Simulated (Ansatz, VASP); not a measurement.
## Two plane-wave programs on Os

```
CELL_PARAMETERS angstrom
2.73938 0.00000 0.00000
-1.36969 2.37237 0.00000
0.00000 0.00000 4.31382
ATOMIC_POSITIONS crystal
Os 0.33333 0.66667 0.25000
Os 0.66667 0.33333 0.75000
```

Alike in both runs: task single point; functional r2SCAN; k mesh 13 × 13 × 7; occupations methfessel-paxton of order 1, width 0.6 eV; no spin polarisation.

```csv
,VASP,Ansatz
version,VASP 6.6.1,Ansatz 0.2.0
potentials or method,"VASP PAW PBE potentials, release 64 (Os), cutoff 520 eV","plane waves (500 eV) with PAW, scalar-relativistic"
valence electrons in the cell,16,32
```

```csv
,VASP,Ansatz,Ansatz less VASP
pressure (GPa),0.8,-0.2,-1.00
"traceless stress, the component that is largest in VASP (GPa)",0.09,0.07,-0.023
```

VASP's potentials were made for PBE, not for r2SCAN. With one functional, cell and mesh, what is left measures potentials, basis and numerics. VASP's potentials hold 16 valence electrons a cell and Ansatz's 32, so a difference there can come from the potentials and not from the codes.

Neither program's run includes spin-orbit coupling.
